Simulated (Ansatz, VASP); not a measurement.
## ScNbN: VASP beside Ansatz

The input INCAR:

```
SYSTEM = ScNbN
  ALGO = Normal
  EDIFF = 1E-6
  ENCUT = 520
  GGA = PE
  ISIF = 2
  ISMEAR = -1
  LASPH = .True.
  LCHARG = .True.
  LELF = .True.
  LREAL = .False.
  LVHAR = .True.
  LWAVE = .False.
  NBANDS = 38
  NELM = 100
  PREC = Accurate
  SIGMA = 0.05
```

File KPOINTS:

```
k-points
0
Gamma
  10 10 3
  0 0 0
```

The input POSCAR:

```
ScNbN
1.0
    3.1719894093      0.0000000000      0.0000000000
   -1.5859947046      2.7470234090      0.0000000000
    0.0000000000      0.0000000000     10.5602860026
Nb Sc N
2 2 2
Direct
    0.3333333333      0.6666666667      0.2474310000
    0.6666666667      0.3333333333      0.7525690000
    0.0000000000      0.0000000000      0.0000000000
    0.0000000000      0.0000000000      0.5000000000
    0.3333333333      0.6666666667      0.6278110000
    0.6666666667      0.3333333333      0.3721890000
```

Contents of input.yaml:

```yaml
crystal:
  lattice:
    - [3.1719894093, 0.0, 0.0]
    - [-1.5859947046, 2.747023409, 0.0]
    - [0.0, 0.0, 10.5602860026]
  atoms:
    - { symbol: Nb, position: [0.3333333333, 0.6666666667, 0.247431] }
    - { symbol: Nb, position: [0.6666666667, 0.3333333333, 0.752569] }
    - { symbol: Sc, position: [0.0, 0.0, 0.0] }
    - { symbol: Sc, position: [0.0, 0.0, 0.5] }
    - { symbol: "N", position: [0.3333333333, 0.6666666667, 0.627811] }
    - { symbol: "N", position: [0.6666666667, 0.3333333333, 0.372189] }
hamiltonian:
  xc: pbe
  pseudopotentials: { kind: paw }
kpoints:
  mp_grid: { grid: [10, 10, 3] }
scf:
  occupations: { method: fermi_dirac, width: 0.05 }
output:
  forces: true
  stress: true
  eigenvalues: true
  write_density: true
  write_potential: true
  elf: true
  volumetric_format: npy
```

Alike in both runs: task single point; functional PBE; k mesh 10 × 10 × 3; occupations fermi-dirac, width 0.05 eV; no spin polarisation.

```csv
,VASP,Ansatz
version,VASP 6.6.1,Ansatz 0.2.0
potentials or method,"VASP PAW PBE potentials, release 64 (Nb_sv, Sc_sv, N)",Ansatz PAW
plane-wave cutoff (eV),520,420
valence electrons in the cell,58,58
```

```csv
,VASP,Ansatz,Ansatz less VASP
gap on the k mesh at the Fermi level (eV),none,none,-
pressure (GPa),-11.1,-11.2,-0.08
"traceless stress, the component that is largest in VASP (GPa)",0.20,0.16,-0.038
rms of the force components (eV/Å),0.230,0.217,-0.0135
```

Atom by atom the forces differ by 0.020 eV/Å (rms over components). A gap of «none» marks a metal or a gap that the smearing closes. With one functional, cell and mesh, what is left measures potentials, basis and numerics.
